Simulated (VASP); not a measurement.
# BP (rocksalt type) (Fm-3m) in VASP: a series of runs

BP (rocksalt type) is run at these levels: LDA; tasks: relaxation of cell and atoms, single point.

All numbers are computed with VASP 6.6.1; they aren't measurements. Logs are shortened: lines on timing, memory, paths and dates and some standing lists are left out, and cuts for length are marked.

## Step 1: The cell of the first run

Symmetry: Fm-3m, No. 225, cubic system. The conventional cell has a = 4.309 Å, b = 4.309 Å, c = 4.309 Å, α = 90.00°, β = 90.00°, γ = 90.00°. B (site symmetry m-3m) has 6 P at 2.15 Å within 2.9 Å. P (site symmetry m-3m) has 6 B at 2.15 Å within 2.9 Å.

## Step 2: Relaxation of cell and atoms, LDA

INCAR

```
SYSTEM = BP
ALGO = Normal
EDIFF = 1E-7
EDIFFG = -0.005
ENCUT = 500
GGA = CA
GGA_COMPAT = .False.
IBRION = 2
ISIF = 3
ISMEAR = -1
LASPH = .True.
LCHARG = .False.
LREAL = .False.
LWAVE = .False.
NELM = 120
NELMIN = 4
NSW = 60
PREC = Accurate
SIGMA = 0.1
```

KPOINTS

```
k-points
0
Gamma
  15 15 15
  0 0 0
```

POSCAR

```
BP
1.0
    0.0000000000      2.1544346900      2.1544346900
    2.1544346900      0.0000000000      2.1544346900
    2.1544346900      2.1544346900      0.0000000000
B P
1 1
Direct
    0.0000000000      0.0000000000      0.0000000000
    0.5000000000      0.5000000000      0.5000000000
```

Potentials or basis: VASP PAW LDA potentials, release 64 (B, P).

On the command line:

```sh
cat potpaw_LDA.64/B/POTCAR potpaw_LDA.64/P/POTCAR > POTCAR
mpirun -np 1 vasp_std > vasp.out
```

OUTCAR:

```text
SYSTEM = BP
   EDIFF = 1E-7
   EDIFFG = -0.005
   ENCUT = 500
   GGA = CA
   IBRION = 2
   ISIF = 3
   ISMEAR = -1
   LASPH = .True.
   LREAL = .False.
   NELM = 120
   NELMIN = 4
   NSW = 60
   PREC = Accurate

 ion  position               nearest neighbor table
   1  0.000  0.000  0.000-   2 2.15   2 2.15   2 2.15   2 2.15   2 2.15   2 2.15
   2  0.500  0.500  0.500-   1 2.15   1 2.15   1 2.15   1 2.15   1 2.15   1 2.15

  LATTYP: Found a face centered cubic cell.
 ALAT       =     4.3088693800

  Lattice vectors:

 A1 = (   0.0000000000,   2.1544346900,   2.1544346900)
 A2 = (   2.1544346900,   0.0000000000,   2.1544346900)
 A3 = (   2.1544346900,   2.1544346900,   0.0000000000)

Analysis of symmetry for initial positions (statically):
=====================================================================
 Subroutine PRICEL returns:
 Original cell was already a primitive cell.

 Routine SETGRP: Setting up the symmetry group for a
 face centered cubic supercell.

 Subroutine GETGRP returns: Found 48 space group operations
 (whereof 48 operations were pure point group operations)
 out of a pool of 48 trial point group operations.

The static configuration has the point symmetry O_h .

Analysis of symmetry for dynamics (positions and initial velocities):
=====================================================================
 Subroutine PRICEL returns:
 Original cell was already a primitive cell.

 Routine SETGRP: Setting up the symmetry group for a
 face centered cubic supercell.

 Subroutine GETGRP returns: Found 48 space group operations
 (whereof 48 operations were pure point group operations)
 out of a pool of 48 trial point group operations.

The dynamic configuration has the point symmetry O_h .

 Subroutine INISYM returns: Found 48 space group operations
 (whereof 48 operations are pure point group operations),
 and found     1 'primitive' translations

----------------------------------------------------------------------------------------

                                     Primitive cell

  volume of cell :      20.0000

  direct lattice vectors                    reciprocal lattice vectors
     0.000000000  2.154434690  2.154434690    -0.232079442  0.232079442  0.232079442
     2.154434690  0.000000000  2.154434690     0.232079442 -0.232079442  0.232079442
     2.154434690  2.154434690  0.000000000     0.232079442  0.232079442 -0.232079442

  length of vectors
     3.046830758  3.046830758  3.046830758     0.401973384  0.401973384  0.401973384

  position of ions in fractional coordinates (direct lattice)
     0.000000000  0.000000000  0.000000000
     0.500000000  0.500000000  0.500000000

  ion indices of the primitive-cell ions
   primitive index   ion index
                 1           1
                 2           2

----------------------------------------------------------------------------------------

 KPOINTS: k-points

Automatic generation of k-mesh.
 Grid dimensions read from file:
 generate k-points for:   15   15   15

 Generating k-lattice:

  Cartesian coordinates                     Fractional coordinates (reciprocal lattice)
    -0.015471963  0.015471963  0.015471963     0.066666667  0.000000000  0.000000000
     0.015471963 -0.015471963  0.015471963     0.000000000  0.066666667  0.000000000
     0.015471963  0.015471963 -0.015471963     0.000000000  0.000000000  0.066666667

  Length of vectors
     0.026798226  0.026798226  0.026798226

  Shift w.r.t. Gamma in fractional coordinates (k-lattice)
     0.000000000  0.000000000  0.000000000

 Subroutine IBZKPT returns following result:
 ===========================================

 Found    120 irreducible k-points:

 Following reciprocal coordinates:
            Coordinates               Weight
  0.000000  0.000000  0.000000      1.000000
  0.066667  0.000000  0.000000      8.000000
  0.133333  0.000000  0.000000      8.000000
  0.200000  0.000000  0.000000      8.000000
  0.266667  0.000000  0.000000      8.000000
  0.333333  0.000000  0.000000      8.000000
[... 16 lines left out ...]
  0.133333  0.133333  0.000000      6.000000
  0.200000  0.133333  0.000000     24.000000
 [... further k-points ...]
   k-points           NKPTS =    120   k-points in BZ     NKDIM =    120   number of bands    NBANDS=      8
   number of dos      NEDOS =    301   number of ions     NIONS =      2
   total plane-waves  NPLWV =  13824
   dimension x,y,z NGX =    24 NGY =   24 NGZ =   24
   dimension x,y,z NGXF=    48 NGYF=   48 NGZF=   48
   ions per type =               1   1
   NGX,Y,Z   is equivalent  to a cutoff of  13.10, 13.10, 13.10 a.u.
   NGXF,Y,Z  is equivalent  to a cutoff of  26.19, 26.19, 26.19 a.u.
 SYSTEM =  BP
   PREC   = accura    normal or accurate (medium, high low for compatibility)
   ISTART =      0    job   : 0-new  1-cont  2-samecut
   ICHARG =      2    charge: 1-file 2-atom 10-const
   ISPIN  =      1    spin polarized calculation?
   LNONCOLLINEAR =      F non collinear calculations
   LSORBIT =      F    spin-orbit coupling
   LASPH  =      T    aspherical Exc in radial PAW
   ENCUT  =  500.0 eV  36.75 Ry    6.06 a.u.   5.56  5.56  5.56*2*pi/ulx,y,z
   NELM   =    120;   NELMIN=  4; NELMDL= -5     # of ELM steps
   EDIFF  = 0.1E-06   stopping-criterion for ELM
   LREAL  =      F    real-space projection
   EDIFFG = -.5E-02   stopping-criterion for IOM
   NSW    =     60    number of steps for IOM
   IBRION =      2    ionic relax: 0-MD 1-quasi-New 2-CG
   NFREE  =      1    steps in history (QN), initial steepest desc. (CG)
   ISIF   =      3    stress and relaxation
   ISYM   =      2    0-nonsym 1-usesym 2-fastsym
   POTIM  = 0.5000    time-step for ionic-motion
   TEBEG  =    0.0;   TEEND  =   0.0 temperature during run
   PSTRESS=    0.0 pullay stress
   NELECT =       8.0000    total number of electrons
   NUPDOWN=      -1.0000    fix difference up-down
   EMIN   =  10.00;   EMAX   =-10.00  energy-range for DOS
   EFERMI =   0.00;   METHOD = LEGACY
   ISMEAR =    -1;   SIGMA  =   0.10  broadening in eV -4-tet -1-fermi 0-gaus
   EFERMI_NEDOS =   21; number of points for ismear=-14 and -15
   IALGO  =     38    algorithm
   IMIX   =      4    mixing-type and parameters
     AMIX     =   0.40;   BMIX     =  1.00
     AMIX_MAG =   1.60;   BMIX_MAG =  1.00
  volume/ion in A,a.u.               =      10.00        67.48
  Fermi-wavevector in a.u.,A,eV,Ry     =   1.206225  2.279434 19.796173  1.454978
  Thomas-Fermi vector in A             =   2.341898
   LORBIT       =      0    0 simple, 1 ext, 2 COOP (PROOUT), +10 PAW based schemes
   GGA     = CA    functional components
   LHFCALC =     F    Hartree Fock is set to
   AEXX    =    0.0000 exact exchange contribution
   IVDW    =     0    specifies the selected vdW correction
   LEPSILON=     F    determine dielectric tensor
   LRPA    =     F    only Hartree local field effects (RPA)
 conjugate gradient relaxation of ions
 non-spin polarized calculation
  energy-cutoff  :      500.00
  volume of cell :       20.00
 maximum number of plane-waves:       531
   NGX = 11   NGY = 11   NGZ = 11

--------------------------------------- Ionic step        1  -------------------------------------------

 number of electron       8.0000000 magnetization

 Free energy of the ion-electron system (eV)
  ---------------------------------------------------
  ext. energy  EPLUGINS =         0.00000000
  ---------------------------------------------------
  free energy    TOTEN  =       -12.35972976 eV

  energy without entropy =      -12.33338291  energy(sigma->0) =      -12.34655634

 E-fermi :   9.8231     XC(G=0): -12.0396

 val. band max:        9.8127195136   @ k =   0.0000   0.0000   0.0000
 cond. band min:       9.9039138481   @ k =  -0.3333   0.1333   0.0000
 fundamental gap:      0.0911943346
 Fermi energy:         9.8230964953

 k-point     1 :       0.0000    0.0000    0.0000
  band No.  band energies     occupation
      1      -7.0847      2.00000
      2       9.8127      1.05184
      3       9.8127      1.05184
      4       9.8127      1.05184
      5      16.4861      0.00000
      6      17.7798      0.00000
      7      17.7798      0.00000
      8      17.7798      0.00000

 k-point     2 :       0.0667    0.0000    0.0000
  band No.  band energies     occupation
      1      -6.9899      2.00000
      2       9.2022      1.99599
      3       9.7831      1.19739
      4       9.7831      1.19739
      5      16.6053      0.00000
      6      17.6369      0.00000
      7      17.6369      0.00000
      8      17.8820      0.00000
[... 300 lines left out ...]
 POSITION                                       TOTAL-FORCE (eV/Angst)
 -----------------------------------------------------------------------------------
      2.12215      2.12215      0.00000         0.000000     -0.000000     -0.000000
      2.12215      2.12215      2.12215        -0.000000      0.000000      0.000000
 -----------------------------------------------------------------------------------
    total drift:                                0.000000     -0.000000     -0.000000

  FREE ENERGIE OF THE ION-ELECTRON SYSTEM (eV)
  ---------------------------------------------------
  free  energy   TOTEN  =       -12.3671110533 eV

  energy  without entropy=      -12.3412564932  energy(sigma->0) =      -12.35418377

--------------------------------------- Ionic step        3  -------------------------------------------

 number of electron       8.0000001 magnetization

 Free energy of the ion-electron system (eV)
  ---------------------------------------------------
  ext. energy  EPLUGINS =         0.00000000
  ---------------------------------------------------
  free energy    TOTEN  =       -12.36934670 eV

  energy without entropy =      -12.34327546  energy(sigma->0) =      -12.35631108

 E-fermi :  10.2677     XC(G=0): -12.1701

 val. band max:       10.2592467572   @ k =   0.0000   0.0000   0.0000
 cond. band min:      10.2730262095   @ k =  -0.4000   0.4000   0.0667
 fundamental gap:      0.0137794522
 Fermi energy:        10.2676615434

 k-point     1 :       0.0000    0.0000    0.0000
  band No.  band energies     occupation
      1      -6.9851      2.00000
      2      10.2592      1.04205
      3      10.2592      1.04205
      4      10.2592      1.04205
      5      17.4630      0.00000
      6      18.1909      0.00000
      7      18.1909      0.00000
      8      18.1909      0.00000

 k-point     2 :       0.0667    0.0000    0.0000
  band No.  band energies     occupation
      1      -6.8883      2.00000
      2       9.6393      1.99627
      3      10.2260      1.20514
      4      10.2260      1.20513
      5      17.5040      0.00000
      6      18.2556      0.00000
      7      18.2556      0.00000
      8      18.3491      0.00000
[... 264 lines left out ...]
 POSITION                                       TOTAL-FORCE (eV/Angst)
 -----------------------------------------------------------------------------------
      0.00000      0.00000      0.00000        -0.000000      0.000000      0.000000
      2.13251      2.13251      2.13251         0.000000     -0.000000     -0.000000
 -----------------------------------------------------------------------------------
    total drift:                                0.000000     -0.000000     -0.000000

  FREE ENERGIE OF THE ION-ELECTRON SYSTEM (eV)
  ---------------------------------------------------
  free  energy   TOTEN  =       -12.3693466972 eV

  energy  without entropy=      -12.3432754587  energy(sigma->0) =      -12.35631108

 reached required accuracy - stopping structural energy minimisation
```

It took 12 s on 1 thread of Intel Xeon Platinum 8481C at 2.70GHz (Sapphire Rapids), shared host; peak memory 0.13 GiB.

Results:

```yaml
Free_energy: -12.3693 eV
Relaxed_volume: 9.70 Å³/atom
Relaxed_cell: a = 3.016 Å, b = 3.016 Å, c = 3.016 Å, α = 60.00°, β = 60.00°, γ = 60.00°
Space_group_after_relaxing_to_0.05_Å: Fm-3m (No. 225)
Energy_gained_by_relaxing: 4.8 meV/atom
Ionic_steps: 3
Pressure_after_relaxing: 0.0 GPa
Band_gap_on_the_k_mesh: zero (band 4 reaches 11.64 eV, above the bottom of band 5 at 7.67 eV)
```

The path:
```csv
step,energy change (eV),largest force (eV/Å),pressure (GPa),volume (Å³)
1,0.0000,0.0000,-4.98,20.00
2,-0.0074,0.0000,2.58,19.11
3,-0.0096,0.0000,0.00,19.40
```

Final structure:
```cif
data_structure
_symmetry_space_group_name_H-M 'P 1'
_symmetry_Int_Tables_number 1
_cell_length_a 3.0158
_cell_length_b 3.0158
_cell_length_c 3.0158
_cell_angle_alpha 60.000
_cell_angle_beta 60.000
_cell_angle_gamma 60.000
_cell_volume 19.40
loop_
_atom_site_label
_atom_site_type_symbol
_atom_site_fract_x
_atom_site_fract_y
_atom_site_fract_z
_atom_site_occupancy
B1 B 0.00000 0.00000 0.00000 1
P1 P 0.50000 0.50000 0.50000 1
```

## Step 3: Single point, LDA (volume scaled by 0.55)

INCAR

```
ALGO = Normal ; EDIFF = 1E-6
ENCUT = 500 ; GGA = CA
GGA_COMPAT = F ; ISIF = 2
ISMEAR = -1 ; LASPH = T
LCHARG = F ; LREAL = F
LWAVE = F ; NBANDS = 11
NELM = 120 ; PREC = Accurate
SIGMA = 0.1
```

KPOINTS

```
k-points
0
Gamma
  15 15 15
```

POSCAR

```
BP
1.0
    0.0000000000      1.7474285077      1.7474285077
    1.7474285077      0.0000000000      1.7474285077
    1.7474285077      1.7474285077      0.0000000000
B P
1 1
Direct
    0.0000000000      0.0000000000      0.0000000000
    0.5000000000      0.5000000000      0.5000000000
```

Potentials or basis: VASP PAW LDA potentials, release 64 (B, P).

On the command line:

```sh
cat potpaw_LDA.64/B/POTCAR potpaw_LDA.64/P/POTCAR > POTCAR
mpirun -np 1 vasp_std > vasp.out
```

OUTCAR:

```text
EDIFF = 1E-6
   ENCUT = 500
   GGA = CA
   ISIF = 2
   ISMEAR = -1
   LASPH = T
   LREAL = F
   NELM = 120
   PREC = Accurate

 ion  position               nearest neighbor table
   1  0.000  0.000  0.000-   2 1.75   2 1.75   2 1.75   2 1.75   2 1.75   2 1.75
   2  0.500  0.500  0.500-   1 1.75   1 1.75   1 1.75   1 1.75   1 1.75   1 1.75

  LATTYP: Found a face centered cubic cell.
 ALAT       =     3.4948570154

  Lattice vectors:

[... 512 lines left out ...]
      4      20.9560      1.86978
      5      24.7461      0.00000
      6      25.2766      0.00000
      7      33.3711      0.00000
      8      33.5358      0.00000
      9      34.3990      0.00000
     10      36.5873      0.00000
     11      39.3956      0.00000

 [... further k-points ...]
[... 5 lines left out ...]
  --------------------------------------------------------------------------------------
  -------------------------------------------------------------------------------------
  Total       19.7826437     19.7826437     19.7826437     -0.0000000      0.0000000     -0.0000000
  in kB     2970.0698771   2970.0698771   2970.0698771     -0.0000000      0.0000000     -0.0000000
  external PRESSURE =    2970.0698771 kB  Pullay stress =       0.0000000 kB

 VOLUME and BASIS-vectors are now :
 -----------------------------------------------------------------------------
  energy-cutoff  :      500.00
  volume of cell :       10.67
      direct lattice vectors                 reciprocal lattice vectors
     0.000000000  1.747428508  1.747428508    -0.286134739  0.286134739  0.286134739
     1.747428508  0.000000000  1.747428508     0.286134739 -0.286134739  0.286134739
     1.747428508  1.747428508  0.000000000     0.286134739  0.286134739 -0.286134739

 POSITION                                       TOTAL-FORCE (eV/Angst)
 -----------------------------------------------------------------------------------
      0.00000      0.00000      0.00000         0.000000      0.000000     -0.000000
      1.74743      1.74743      1.74743        -0.000000     -0.000000      0.000000
 -----------------------------------------------------------------------------------
    total drift:                               -0.000000      0.000000      0.000000

  FREE ENERGIE OF THE ION-ELECTRON SYSTEM (eV)
  ---------------------------------------------------
  free  energy   TOTEN  =        -7.2098214458 eV

  energy  without entropy=       -7.1978622584  energy(sigma->0) =       -7.20384185
```

stdout:

```text
POSCAR found type information on POSCAR B P
 POSCAR found :  2 types and       2 ions
 scaLAPACK will be used
 LDA part: xc-table for (Slater(with rela. corr.)+CA(PZ))
 , standard interpolation
 POSCAR, INCAR and KPOINTS ok, starting setup
 FFT: planning ... GRIDC
 FFT: planning ... GRID_SOFT
 FFT: planning ... GRID
 WAVECAR not read
 entering main loop
```

Wall time 16 s (1 thread of Intel Xeon 8259CL, shared host); peak memory 0.12 GiB.

Results:

```yaml
Free_energy: -7.2098 eV
Pressure: 297.0 GPa
Band_gap_on_the_k_mesh: zero (band 4 reaches 21.92 eV, above the bottom of band 5 at 19.51 eV)
```

Caveat: the cell differs from its parent crystal (volume scaled by 0.55).

## Step 4: Single point, LDA (volume scaled by 0.55)

INCAR

```
SYSTEM = BP
ALGO     = Normal         ! electronic algorithm
EDIFF    = 1E-6           ! SCF threshold, eV
ENCUT    = 500            ! plane-wave cutoff, eV
GGA      = CA             ! functional
GGA_COMPAT= .False.      
ISIF     = 2              ! what is computed and relaxed
ISMEAR   = -1             ! smearing method
LASPH    = .True.         ! aspherical terms in the spheres
LCHARG   = .True.         ! write CHGCAR
LELF     = .True.         ! ELF
LREAL    = .False.        ! projectors in reciprocal space
LVHAR    = .True.       
LWAVE    = .False.        ! write WAVECAR
NBANDS   = 11             ! bands
NELM     = 120            ! most SCF steps
PREC     = Accurate       ! precision mode
SIGMA    = 0.1            ! smearing width, eV
```

KPOINTS

```
k-points
0
Gamma
  15 15 15
  0 0 0
```

POSCAR is that of step 3.

On the command line:

```sh
cat potpaw_LDA.64/B/POTCAR potpaw_LDA.64/P/POTCAR > POTCAR
mpirun -np 1 vasp_std > vasp.out
```

Run time: 17 s. Hardware: 1 thread of Intel Xeon 8259CL, shared host; peak memory 0.12 GiB.

It converged, with:

- Free energy: -7.2098 eV
- Pressure: 297.0 GPa
- Band gap on the k mesh: zero (band 4 reaches 21.92 eV, above the bottom of band 5 at 19.51 eV)

Levels at points of the mesh, in eV from the Fermi level:
```
           k point  band 1  band 2  band 3  band 4  band 5  band 6  band 7  band 8
(0.00, 0.00, 0.00)  -25.52    0.21    0.21    0.21    6.83    6.83    6.83   13.72
```

Caveat: the cell differs from its parent crystal (volume scaled by 0.55).
